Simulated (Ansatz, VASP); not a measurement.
HPbNO4: VASP beside Ansatz

```xyz
7
Lattice="4.1992 0.1112 0.1682 1.9160 3.8913 0.1257 1.7609 1.2526 6.3727" Properties=species:S:1:pos:R:3 pbc="T T T"
H     6.1559    3.5396    4.2374
Pb    3.9410    4.7367    5.7714
N     2.1622    1.5295    2.0021
O     6.1170    3.6060    5.2180
O     2.2525    1.0554    0.8130
O     2.1821    0.7481    2.9790
O     2.0545    2.7723    2.1460
```

Alike in both runs: functional BLYP; k mesh 5 × 5 × 4; occupations fermi-dirac, width 0.05 eV; no spin polarisation.

|  | VASP | Ansatz |
| --- | --- | --- |
| version | VASP 6.6.1 | Ansatz 0.2.0 |
| potentials or method | VASP PAW PBE potentials, release 64 (H, Pb_d, N, O), cutoff 520 eV | all-electron LAPW, scalar-relativistic |
| task | single point | band structure |

VASP gave:

| Item | Value |
| --- | --- |
| gap on the k mesh at the Fermi level (eV) | 2.79 |
| least direct gap on the mesh (eV) | 2.79 |
| pressure (GPa) | 3.1 |
| traceless stress, the component that is largest in VASP (GPa) | -1.77 |
| rms of the force components (eV/Å) | 0.320 |

Q: What did Ansatz give for the same quantities?

A: gap on the k mesh at the Fermi level (eV): 2.84; least direct gap on the mesh (eV): 2.84; pressure (GPa): 2.4; traceless stress, the component that is largest in VASP (GPa): -0.94; rms of the force components (eV/Å): 0.175.

VASP's potentials were made for PBE, not for BLYP. Atom by atom the forces differ by 0.154 eV/Å (rms over components). Ansatz ran all-electron here, and VASP with PAW potentials.

Spin-orbit coupling is off throughout. Noted on VASP's run: the standard files for N, O and F lose accuracy on very short bonds.
